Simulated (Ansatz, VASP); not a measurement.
## One calculation of HfC, two programs

The input POSCAR:

```
HfC
1.0
    3.3428660500      0.0000000000      0.0000000000
   -1.6714330300      2.8950069200      0.0000000000
    0.0000000000      0.0000000000      5.2027140000
Hf C
2 2
Direct
    0.6666666700      0.3333333300      0.7500000000
    0.3333333300      0.6666666700      0.2500000000
    0.0000000000      0.0000000000      0.0000000000
    0.0000000000      0.0000000000      0.5000000000
```

File INCAR.step1:

```
SYSTEM = HfC
  PREC = Accurate
  ENCUT = 520
  ISMEAR = -1
  SIGMA = 0.05
  LREAL = .False.
  LASPH = .True.
  NELM = 150
  ISPIN = 2
  MAGMOM = 0 0 0 0
  LMAXMIX = 4
  NBANDS = 26
  GGA = PE
  ALGO = Normal
  EDIFF = 1E-4
  LWAVE = .True.
  LCHARG = .False.
```

File INCAR.step2:

```
SYSTEM = HfC
  PREC = Accurate
  ENCUT = 520
  EDIFF = 1E-6
  ISMEAR = -1
  SIGMA = 0.05
  LREAL = .False.
  LASPH = .True.
  NELM = 150
  ALGO = Normal
  ISIF = 2
  LWAVE = .False.
  LCHARG = .True.
  ISPIN = 2
  MAGMOM = 0 0 0 0
  LORBIT = 11
  LMAXMIX = 4
  METAGGA = R2SCAN
  LMIXTAU = .True.
  LELF = .True.
  LVHAR = .True.
  NBANDS = 26
  ISTART = 1
```

Contents of KPOINTS:

```
Automatic mesh
0
Gamma
  7 7 4
  0 0 0
```

Input for Ansatz:

```yaml
crystal:
  lattice:
    - [3.34286605, 0.0, 0.0]
    - [-1.67143303, 2.89500692, 0.0]
    - [0.0, 0.0, 5.202714]
  atoms:
    - { symbol: Hf, position: [0.66666667, 0.33333333, 0.75] }
    - { symbol: Hf, position: [0.3333333299999999, 0.66666667, 0.25] }
    - { symbol: C, position: [0.0, 0.0, 0.0] }
    - { symbol: C, position: [0.0, 0.0, 0.5] }
basis:
  ecutwfc: 625.861883657724
kpoints:
  mp_grid:
    grid: [7, 7, 4]
hamiltonian:
  xc: r2scan
magnetization:
  spin_polarized: true
scf:
  occupations:
    method: fermi_dirac
    width: 0.05
```

Alike in both runs: task single point; functional r2SCAN; k mesh 7 × 7 × 4; occupations fermi-dirac, width 0.05 eV; collinear spin.

```csv
,VASP,Ansatz
version,VASP 6.6.1,Ansatz 0.2.0
potentials or method,"VASP PAW PBE potentials, release 64 (Hf_pv, C), cutoff 520 eV","plane waves, PAW"
valence electrons in the cell,28,60
```

|  | VASP | Ansatz | Ansatz less VASP |
| --- | --- | --- | --- |
| net moment per atom (μB) | 0.00 | 0.00 | 0.000 |

VASP's potentials were made for PBE, not for r2SCAN. The functional is the same, so the differences come from potentials, cutoffs and numerics. VASP's potentials hold 28 valence electrons a cell and Ansatz's 60, so a difference there can come from the potentials and not from the codes. Ansatz's warnings: no starting moments.

Spin-orbit coupling is off throughout.
